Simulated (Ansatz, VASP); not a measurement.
C: VASP beside Ansatz

```
CELL_PARAMETERS angstrom
0.00000 2.08944 3.26416
1.20714 0.00000 3.26416
1.20714 2.08944 0.00000
ATOMIC_POSITIONS crystal
C 0.19020 0.80980 0.19020
C 0.80980 0.19020 0.80980
```

Alike in both runs: task single point; functional PBEsol; dispersion D3(BJ); k mesh 16 × 16 × 16; occupations gaussian, width 0.03 eV; no spin polarisation.

```csv
,VASP,Ansatz
version,VASP 6.6.1,Ansatz 0.2.0
potentials or method,"VASP PAW PBE potentials, release 64 (C), cutoff 520 eV","scalar-relativistic, plane waves, PAW"
valence electrons in the cell,8,8
```

VASP gave:

```
gap on the k mesh at the Fermi level (eV) : none
rms of the force components (eV/Å)        : 5.139
```

**Question.** Which values does Ansatz return?

**Answer.** gap on the k mesh at the Fermi level (eV): none; rms of the force components (eV/Å): 5.136.

VASP's potentials were made for PBE, not for PBEsol, and Ansatz warns of the same on its side. Atom by atom the forces differ by 0.003 eV/Å (rms over components). A gap of «none» marks a metal or a gap that the smearing closes.
